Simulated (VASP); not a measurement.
Runs of VASP 6.6.1 on TiH2. The structure is that of space group I4/mmm (No. 139), or close to it. The cells are those of the table. 

```tsv
cell	gap on the mesh (eV)	pressure (GPa)
a = 3.140 Å, angles 117.7, 117.7, 94.0°, 3 atoms	none	-7.3
a = 3.042 Å, angles 117.2, 117.2, 94.8°, 3 atoms	none	(b)
a = 3.008 Å, angles 117.0, 117.0, 95.2°, 3 atoms	none	10.8
a = 3.108 Å, angles 117.6, 117.6, 94.3°, 3 atoms	none	-3.7
a = 3.075 Å, angles 117.4, 117.4, 94.5°, 3 atoms	none	(a)
```

Alike in all rows: task single point; level r2SCAN; potentials or basis VASP PAW PBE potentials, release 64 (Ti_sv, H); no spin polarisation; k mesh 18 × 18 × 18; cutoff (eV) 520; smearing gaussian 0.1 eV.

Task: Estimate the missing entries.

Result: (a) 0.5; (b) 5.3.

Caveats: the PAW data sets were made with another functional, which shifts forces and pressure a little.

A gap of «none» marks levels without a gap at the run's occupations.
